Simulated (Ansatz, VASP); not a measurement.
WC in VASP and in Ansatz

```xyz
2
Lattice="3.0763 0.0000 0.0000 0.0000 3.0763 0.0000 0.0000 0.0000 3.0763" Properties=species:S:1:pos:R:3 pbc="T T T"
W     1.5381    1.5381    1.5381
C     0.0000    0.0000    0.0000
```

Change from the starting cell: species swapped into the CuPd type (Pm-3m, No. 221).

Alike in both runs: task relaxation of cell and atoms; functional PBE; k mesh 6 × 6 × 6; occupations gaussian, width 0.1 eV; no spin polarisation.

|  | VASP | Ansatz |
| --- | --- | --- |
| version | VASP 6.6.1 | Ansatz 0.2.0 |
| potentials or method | VASP PAW PBE potentials, release 64 (W_sv, C), cutoff 600 eV | scalar-relativistic, plane waves, PAW |
| valence electrons in the cell | 18 | 18 |

|  | VASP | Ansatz | Ansatz less VASP |
| --- | --- | --- | --- |
| gap on the k mesh at the Fermi level, each at its own relaxed structure (eV) | none | none | - |
| relaxed volume (Å³/atom) | 10.12 | 10.11 | -0.014 |
| relaxed cell length with the largest relative difference (Å) | 2.725 | 2.724 | -0.0013 |

A gap of «none» marks a metal or a gap that the smearing closes.

Neither program's run includes spin-orbit coupling. Noted on VASP's run: the volume moved by over 15 % at a fixed basis, so the end points are rough.
